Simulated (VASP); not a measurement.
Wanted: the native input for a VASP 6.6.1 run.

```yaml
Task: relaxation of cell and atoms
Functional: PBE
Potentials_or_basis: VASP PAW PBE potentials, release 64 (Fe)
Cutoff: 600 eV
k_mesh: 9 × 9 × 9
Occupations: methfessel-paxton, width 0.05 eV
Spin: collinear spin, ferromagnetic start
Starting_moments: "[3.5] μB"
Dipole_correction: no
Further_INCAR_settings: ALGO = Normal; EDIFF = 1e-07; IBRION = 2; EDIFFG = -0.01; NSW = 80; ISIF = 3
```

The structure of Fe lies in POSCAR:

```
Fe
1.0
    2.3600000000      0.0000000000      0.0000000000
    0.0000000000      2.3600000000      0.0000000000
    0.0000000000      0.0000000000      2.3600000000
Fe
1
Direct
    0.0000000000      0.0000000000      0.0000000000
```

One way to write it, as run:

INCAR

```
ALGO = Normal ; EDIFF = 1E-7
EDIFFG = -0.01 ; ENCUT = 600
GGA = PE ; IBRION = 2
ISIF = 3 ; ISMEAR = 1
ISPIN = 2 ; LASPH = True
LCHARG = False ; LMAXMIX = 4
LORBIT = 11 ; LREAL = False
LWAVE = False ; MAGMOM = 3.5
NELM = 150 ; NSW = 80
PREC = Accurate ; SIGMA = 0.05
```

KPOINTS

```
k-points
0
Gamma
  9 9 9
```

Potentials or basis: VASP PAW PBE potentials, release 64 (Fe).

Command:

```sh
$ cat potpaw_PBE.64/Fe/POTCAR > POTCAR
$ mpirun -np 1 vasp_std > vasp.out
```

It gave:

| Property | Result |
| --- | --- |
| Relaxed volume | 13.28 Å³/atom |
| Relaxed cell | a = 2.368 Å, b = 2.368 Å, c = 2.368 Å, α = 90.00°, β = 90.00°, γ = 90.00° |
| Space group after relaxing (to 0.05 Å) | Pm-3m (No. 221) |
| Energy gained by relaxing | 0.7 meV/atom |
| Ionic steps | 3 |
| Pressure after relaxing | 0.0 GPa |
| Net moment | 2.43 μB per cell |
| Site moments | Fe +2.42 μB |
| Valence electrons inside the program's atomic spheres | Fe 7.18 |

Run time: 12 s on 1 thread of AMD EPYC 9R45 96-Core Processor (Zen 5) (shared host), peak memory 0.11 GiB.
